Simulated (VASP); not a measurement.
Mg:

```
CELL_PARAMETERS angstrom
0.00000 2.24426 2.24426
2.24426 0.00000 2.24426
2.24426 2.24426 0.00000
ATOMIC_POSITIONS crystal
Mg 0.00000 0.00000 0.00000
```

```yaml
Program: VASP 6.6.1
Task: relaxation of cell and atoms
Functional: LDA
Potentials_or_basis: VASP PAW LDA potentials, release 64 (Mg)
Cutoff: 600 eV
k_mesh: 10 × 10 × 10
Occupations: fermi-dirac, width 0.05 eV
Spin: no spin polarisation
```

At the start: pressure -1.7 GPa; volume 22.61 Å³/atom.

**Question.** How do energy, volume and symmetry change on relaxing?

**Answer.** Over 3 steps the energy falls by 5.7 meV/atom and the volume is 21.59 Å³/atom (-4.5 %); space group Fm-3m (No. 225, to 0.05 Å).

Step by step:
```csv
step,energy change (eV),largest force (eV/Å),pressure (GPa),volume (Å³)
1,0.0000,0.0000,-1.70,22.61
2,-0.0053,0.0000,-0.45,21.83
3,-0.0057,0.0000,-0.01,21.59
```

Final structure:
```
CELL_PARAMETERS angstrom
0.00000 2.21004 2.21004
2.21004 0.00000 2.21004
2.21004 2.21004 0.00000
ATOMIC_POSITIONS crystal
Mg 0.00000 0.00000 0.00000
```
